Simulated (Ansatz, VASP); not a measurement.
SrMg in VASP and in Ansatz

```
Sr Mg
1.0
     3.90000    0.03900    0.03900
     0.03900    3.90000    0.03900
     0.03900    0.03900    3.90000
Sr Mg
1 1
Cartesian
  1.9890 1.9890 1.9890
  0.0000 0.0000 0.0000
```

Change from the starting cell: equal xy, yz and zx shear strains of +2 %, PAW files.

Alike in both runs: task electric field gradients; functional LDA; k mesh 9 × 9 × 9; occupations fermi-dirac, width 0.05 eV; no spin polarisation.

```csv
,VASP,Ansatz
version,VASP 6.6.1,Ansatz 0.2.0
potentials or method,"VASP PAW LDA potentials, release 64 (Sr_sv, Mg)","PAW with Ansatz's default frozen-core files, scalar-relativistic"
plane-wave cutoff (eV),520,420
valence electrons in the cell,12,20
```

```csv
,VASP,Ansatz,Ansatz less VASP
pressure (GPa),3.3,3.5,+0.15
"traceless stress, the component that is largest in VASP (GPa)",-0.60,-0.59,+0.011
size of Vzz on the site where it differs most (V/Å²),1.1,1.9,+0.78
```

LDA's correlation is that of Perdew and Zunger in VASP and of Perdew and Wang (1992) in Ansatz. VASP's potentials hold 12 valence electrons a cell and Ansatz's 20, so a difference there can come from the potentials and not from the codes.
